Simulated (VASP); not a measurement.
# Ti3PO2 (P-3m1) in VASP: notebook, part 3 of 3

VASP 6.6.1. Earlier steps stand in the parts before.

## 4. Single point, PBE

This run uses another cell than the first one, of 13.05 Å³/atom.

The input, INCAR:

```
SYSTEM = Ti3PO2
ALGO     = Normal         ! electronic algorithm
EDIFF    = 1E-6           ! SCF threshold, eV
ENCUT    = 520            ! plane-wave cutoff, eV
GGA      = PE             ! functional
ISIF     = 2              ! what is computed and relaxed
ISMEAR   = -1             ! smearing method
LASPH    = .TRUE.         ! aspherical terms in the spheres
LCHARG   = .FALSE.        ! write CHGCAR
LREAL    = .FALSE.        ! projectors in reciprocal space
LWAVE    = .FALSE.        ! write WAVECAR
NBANDS   = 36             ! bands
NELM     = 80             ! most SCF steps
PREC     = Accurate       ! precision mode
SIGMA    = 0.05           ! smearing width, eV
```

The input, KPOINTS:

```
k-points
0
G
  8 8 3
  0 0 0
```

The input, POSCAR:

```
Ti3PO2
1.0
    3.2945440427      0.0000000000      0.0000000000
   -1.6472720214      2.8531591971      0.0000000000
    0.0000000000      0.0000000000      8.3316901445
Ti P O
3 1 2
Direct
    0.3333333333      0.6666666667      0.7067560000
    0.6666666667      0.3333333333      0.2932440000
    0.0000000000      0.0000000000      0.0000000000
    0.0000000000      0.0000000000      0.5000000000
    0.3333333333      0.6666666667      0.1422570000
    0.6666666667      0.3333333333      0.8577430000
```

Potentials or basis: VASP PAW PBE potentials, release 64 (Ti_sv, P, O).

The run is started by

```console
> cat potpaw_PBE.64/Ti_sv/POTCAR potpaw_PBE.64/P/POTCAR potpaw_PBE.64/O/POTCAR > POTCAR
> mpirun -np 1 vasp_std > vasp.out
```

OUTCAR:

```text
SYSTEM = Ti3PO2
   EDIFF = 1E-6
   ENCUT = 520
   GGA = PE
   ISIF = 2
   ISMEAR = -1
   LASPH = .TRUE.
   LREAL = .FALSE.
   NELM = 80
   PREC = Accurate

 ion  position               nearest neighbor table
   1  0.333  0.667  0.707-   6 2.28   6 2.28   6 2.28   4 2.57   4 2.57   4 2.57
   2  0.667  0.333  0.293-   5 2.28   5 2.28   5 2.28   4 2.57   4 2.57   4 2.57
   3  0.000  0.000  0.000-   5 2.24   6 2.24   6 2.24   5 2.24   6 2.24   5 2.24
   4  0.000  0.000  0.500-   1 2.57   2 2.57   2 2.57   1 2.57   2 2.57   1 2.57
   5  0.333  0.667  0.142-   3 2.24   3 2.24   3 2.24   2 2.28   2 2.28   2 2.28
   6  0.667  0.333  0.858-   3 2.24   3 2.24   3 2.24   1 2.28   1 2.28   1 2.28

  LATTYP: Found a hexagonal cell.
 ALAT       =     3.2945440427
 C/A-ratio  =     2.5289357303

  Lattice vectors:

 A1 = (   3.2945440427,   0.0000000000,   0.0000000000)
 A2 = (  -1.6472720214,   2.8531591971,   0.0000000000)
 A3 = (   0.0000000000,   0.0000000000,   8.3316901445)

Analysis of symmetry for initial positions (statically):
=====================================================================
 Subroutine PRICEL returns:
 Original cell was already a primitive cell.

 Routine SETGRP: Setting up the symmetry group for a
 hexagonal supercell.

 Subroutine GETGRP returns: Found 12 space group operations
 (whereof 12 operations were pure point group operations)
 out of a pool of 24 trial point group operations.

The static configuration has the point symmetry D_3d.

Analysis of symmetry for dynamics (positions and initial velocities):
=====================================================================
 Subroutine PRICEL returns:
 Original cell was already a primitive cell.

 Routine SETGRP: Setting up the symmetry group for a
 hexagonal supercell.
[... 129 lines left out ...]
   IALGO  =     38    algorithm
   IMIX   =      4    mixing-type and parameters
     AMIX     =   0.40;   BMIX     =  1.00
     AMIX_MAG =   1.60;   BMIX_MAG =  1.00
  volume/ion in A,a.u.               =      13.05        88.08
  Fermi-wavevector in a.u.,A,eV,Ry     =   1.437304  2.716111 28.107499  2.065843
  Thomas-Fermi vector in A             =   2.556397
   LORBIT       =      0    0 simple, 1 ext, 2 COOP (PROOUT), +10 PAW based schemes
   GGA     = PE    functional components
   LHFCALC =     F    Hartree Fock is set to
   AEXX    =    0.0000 exact exchange contribution
   IVDW    =     0    specifies the selected vdW correction
   LEPSILON=     F    determine dielectric tensor
   LRPA    =     F    only Hartree local field effects (RPA)
 non-spin polarized calculation
  energy-cutoff  :      520.00
  volume of cell :       78.32
 maximum number of plane-waves:      2133
 NGX is ok and might be reduce to    28
   NGX = 13   NGY = 13   NGZ = 31

 number of electron      53.0000000 magnetization

 Free energy of the ion-electron system (eV)
  ---------------------------------------------------
  ext. energy  EPLUGINS =         0.00000000
  ---------------------------------------------------
  free energy    TOTEN  =       -49.17952850 eV

  energy without entropy =      -49.13600577  energy(sigma->0) =      -49.15776713

 E-fermi :   9.3434     XC(G=0): -11.6537

 val. band max:        9.3263963753   @ k =   0.0000   0.2500   0.3333
 cond. band min:       9.3546725688   @ k =   0.1250   0.1250   0.3333
 fundamental gap:      0.0282761934
 Fermi energy:         9.3434495886

 k-point     1 :       0.0000    0.0000    0.0000
  band No.  band energies     occupation
      1     -48.8081      2.00000
      2     -48.4159      2.00000
      3     -48.4158      2.00000
      4     -25.1247      2.00000
      5     -25.0220      2.00000
      6     -25.0220      2.00000
[... 925 lines left out ...]
     35      11.1321      0.00000
     36      11.4437      0.00000

 [... further k-points ...]

------------------------ aborting loop because EDIFF is reached ----------------------------------------

  FORCE on cell =-STRESS in cart. coord.  units (eV):
  Direction    XX          YY          ZZ          XY          YZ          ZX
  --------------------------------------------------------------------------------------
  -------------------------------------------------------------------------------------
  Total       -7.6997609     -7.6997629     -8.4055768      0.0000000     -0.0000000      0.0000000
  in kB     -157.5191615   -157.5192015   -171.9585082      0.0000000     -0.0000000      0.0000000
  external PRESSURE =    -162.3322904 kB  Pullay stress =       0.0000000 kB

 VOLUME and BASIS-vectors are now :
 -----------------------------------------------------------------------------
  energy-cutoff  :      520.00
  volume of cell :       78.32
      direct lattice vectors                 reciprocal lattice vectors
     3.294544043  0.000000000  0.000000000     0.303532139  0.175244340  0.000000000
    -1.647272021  2.853159197  0.000000000     0.000000000  0.350488680  0.000000000
     0.000000000  0.000000000  8.331690144     0.000000000  0.000000000  0.120023667

 POSITION                                       TOTAL-FORCE (eV/Angst)
 -----------------------------------------------------------------------------------
     -0.00000      1.90211      5.88847         0.000000      0.000000     -0.119817
      1.64727      0.95105      2.44322        -0.000000     -0.000000      0.119817
      0.00000      0.00000      0.00000        -0.000000      0.000000      0.000000
      0.00000      0.00000      4.16585        -0.000000      0.000000      0.000000
     -0.00000      1.90211      1.18524         0.000000     -0.000000     -0.140359
      1.64727      0.95105      7.14645        -0.000000      0.000000      0.140359
 -----------------------------------------------------------------------------------
    total drift:                               -0.000000      0.000000      0.000000

  FREE ENERGIE OF THE ION-ELECTRON SYSTEM (eV)
  ---------------------------------------------------
  free  energy   TOTEN  =       -49.1795284951 eV

  energy  without entropy=      -49.1360057717  energy(sigma->0) =      -49.15776713
```

Run time: 83 s. Hardware: 1 thread of Intel Xeon Platinum 8559C (Emerald Rapids), shared host; peak memory 0.24 GiB.

Results:

```yaml
Free_energy: -49.1795 eV
Pressure: -16.2 GPa
Largest_force: 0.140 eV/Å
Band_gap_on_the_k_mesh: zero (an odd number of electrons rules out a gap without spin polarisation)
```

Forces on the atoms (eV/Å):
```
Ti   0.000  0.000 -0.120
Ti   0.000  0.000  0.120
Ti   0.000  0.000  0.000
P    0.000  0.000  0.000
O    0.000  0.000 -0.140
O    0.000  0.000  0.140
```

Stress tensor (GPa, compression positive):
```
-15.75   0.00   0.00
  0.00 -15.75   0.00
  0.00   0.00 -17.20
```

Caveat: the cell stands under tension; an odd number of electrons without spin polarisation forces a metal; a magnetic or distorted state may lie lower.

## 5. Summary

```csv
cell,gap on the mesh (eV),pressure (GPa),largest force (eV/Å)
"a = 3.214, b = 3.214, c = 8.128 Å, angles 90.0, 90.0, 120.0°, 6 atoms",none,-6.7,0.07
"a = 3.255, b = 3.255, c = 8.231 Å, angles 90.0, 90.0, 120.0°, 6 atoms",none,-12.0,0.11
"a = 3.295, b = 3.295, c = 8.332 Å, angles 90.0, 90.0, 120.0°, 6 atoms",none,-16.2,0.14
```

Alike in all rows: task single point; level PBE; potentials or basis VASP PAW PBE potentials, release 64 (Ti_sv, P, O); no spin polarisation; k mesh 8 × 8 × 3; cutoff (eV) 520; smearing fermi-dirac 0.05 eV.

Caveats: the cell stands under tension; an odd number of electrons without spin polarisation forces a metal; a magnetic or distorted state may lie lower.

Absolute energies hang on the potentials; compare differences alone.

The gap in the log of VASP goes by the Fermi energy; the results here count the filled bands.